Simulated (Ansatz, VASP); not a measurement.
## SnSe in VASP and in Ansatz

INCAR

```
SYSTEM = SnSe
PREC = Accurate
ENCUT = 520
EDIFF = 1E-7
ISMEAR = -1
SIGMA = 0.05
LREAL = .FALSE.
LASPH = .TRUE.
NELM = 80
ALGO = Normal
ISIF = 2
LWAVE = .FALSE.
LCHARG = .FALSE.
GGA = CA
NBANDS = 17
```

Contents of KPOINTS:

```
Automatic mesh
0
G
  8 8 8
  0 0 0
```

File POSCAR:

```
SnSe
1.0
    0.0000000000      3.0100000000      3.0100000000
    3.0100000000      0.0000000000      3.0100000000
    3.0100000000      3.0100000000      0.0000000000
Sn Se
1 1
Direct
    0.0000000000      0.0000000000      0.0000000000
    0.5000000000      0.5000000000      0.5000000000
```

File input.yaml:

```yaml
crystal:
  lattice:
    - [0.0, 3.01, 3.01]
    - [3.01, 0.0, 3.01]
    - [3.01, 3.01, 0.0]
  atoms:
    - { symbol: Sn, position: [0.0, 0.0, 0.0] }
    - { symbol: Se, position: [0.5, 0.5, 0.5] }
hamiltonian:
  xc: lda
  pseudopotentials: { kind: paw }
kpoints:
  mp_grid: { grid: [8, 8, 8] }
  band_path:
    path:
      - [[0.0, 0.0, 0.0], [0.5, 0.0, 0.5], [0.5, 0.25, 0.75], [0.375, 0.375, 0.75], [0.0, 0.0, 0.0], [0.5, 0.5, 0.5], [0.625, 0.25, 0.625], [0.5, 0.25, 0.75], [0.5, 0.5, 0.5], [0.375, 0.375, 0.75]]
      - [[0.625, 0.25, 0.625], [0.5, 0.0, 0.5]]
    npoints: 14
scf:
  occupations: { method: fermi_dirac, width: 0.05 }
  n_extra_bands: 6
output:
  forces: true
  stress: true
  eigenvalues: true
  fatbands: true
```

Alike in both runs: functional LDA; k mesh 8 × 8 × 8; occupations fermi-dirac, width 0.05 eV; no spin polarisation.

|  | VASP | Ansatz |
| --- | --- | --- |
| version | VASP 6.6.1 | Ansatz 0.2.0 |
| potentials or method | VASP PAW LDA potentials, release 64 (Sn_d, Se) | Ansatz PAW |
| plane-wave cutoff (eV) | 520 | 420 |
| valence electrons in the cell | 20 | 30 |
| task | single point | band structure |

```csv
,VASP,Ansatz,Ansatz less VASP
pressure (GPa),-3.3,-3.4,-0.07
```

LDA's correlation is that of Perdew and Zunger in VASP and of Perdew and Wang (1992) in Ansatz. VASP's potentials hold 20 valence electrons a cell and Ansatz's 30, so a difference there can come from the potentials and not from the codes.
